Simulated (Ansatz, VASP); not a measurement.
## One calculation of Si, two programs

```
CELL_PARAMETERS angstrom
2.53211 0.00000 0.00000
0.00000 2.53211 0.00000
0.00000 0.00000 2.53211
ATOMIC_POSITIONS crystal
Si 0.50000 0.50000 0.50000
```

Alike in both runs: functional PBE; k mesh 22 × 22 × 22; occupations gaussian, width 0.1 eV; no spin polarisation.

Ansatz relaxed the structure, and its values are those at the end. VASP's run is a single point on that final structure, the one shown.

|  | VASP | Ansatz |
| --- | --- | --- |
| version | VASP 6.6.1 | Ansatz 0.2.0 |
| potentials or method | VASP PAW PBE potentials, release 64 (Si), cutoff 520 eV | scalar-relativistic, plane waves, PAW |
| valence electrons in the cell | 4 | 4 |

|  | VASP | Ansatz | Ansatz less VASP |
| --- | --- | --- | --- |
| gap on the k mesh at the Fermi level (eV) | none | none | - |
| pressure (GPa) | 0.0 | 0.0 | +0.04 |

A gap of «none» marks a metal or a gap that the smearing closes. With one functional, cell and mesh, what is left measures potentials, basis and numerics.
